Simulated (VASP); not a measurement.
Runs of VASP 6.6.1 on CsAg2. The structure is that of space group P6/mmm (No. 191), or close to it. The cells are those of the table. The cell was generated, and may not be a known phase.

| task | cell | k mesh | cutoff (eV) | gap on the mesh (eV) | pressure (GPa) |
| --- | --- | --- | --- | --- | --- |
| relaxation of cell and atoms | relaxed from a = 5.631, b = 5.631, c = 4.140 Å, angles 90.0, 90.0, 120.0°, 3 atoms | 6 × 6 × 4 | 600 | none | 0.0 |
| single point | a = 4.854, b = 4.854, c = 5.393 Å, angles 90.0, 90.0, 120.0°, 3 atoms | 6 × 6 × 4 | 520 | none | 0.1 |
| single point | a = 4.852, b = 4.852, c = 5.457 Å, angles 90.0, 90.0, 120.0°, 3 atoms | 12 × 12 × 10 | 520 | none | 0.0 |
| single point | a = 5.631, b = 5.631, c = 4.140 Å, angles 90.0, 90.0, 120.0°, 3 atoms | 6 × 6 × 4 | 520 | none | (a) |

Alike in all rows: level PBE; potentials or basis VASP PAW PBE potentials, release 64 (Cs_sv, Ag); no spin polarisation; smearing gaussian 0.1 eV.

**Question.** Estimate the missing entries.

**Answer.** (a) -1.3.

Caveats: some runs use coarse meshes; spin-orbit coupling is left out, which moves the levels of the heavy elements; a cell axis changed by over 15 % at a fixed basis, so the end point is rough (at least some runs).

A k mesh can miss the band edges, and the runs leave out spin-orbit coupling on Ag, Cs.

A gap of «none» marks levels without a gap at the run's occupations.
